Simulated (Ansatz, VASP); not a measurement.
# Two plane-wave programs on Rb

```
CELL_PARAMETERS angstrom
-2.80600 2.80600 2.80600
2.80600 -2.80600 2.80600
2.80600 2.80600 -2.80600
ATOMIC_POSITIONS crystal
Rb 0.00000 0.00000 0.00000
```

Alike in both runs: task electric field gradients; functional PBEsol; k mesh 8 × 8 × 8; occupations fermi-dirac, width 0.05 eV; no spin polarisation.

|  | VASP | Ansatz |
| --- | --- | --- |
| version | VASP 6.6.1 | Ansatz 0.2.0 |
| potentials or method | VASP PAW PBE potentials, release 64 (Rb_sv) | PAW with Ansatz's default frozen-core files, scalar-relativistic |
| plane-wave cutoff (eV) | 520 | 420 |
| valence electrons in the cell | 9 | 9 |

|  | VASP | Ansatz | Ansatz less VASP |
| --- | --- | --- | --- |
| pressure (GPa) | -0.1 | -0.1 | 0.00 |

VASP's potentials were made for PBE, not for PBEsol. With one functional, cell and mesh, what is left measures potentials, basis and numerics.
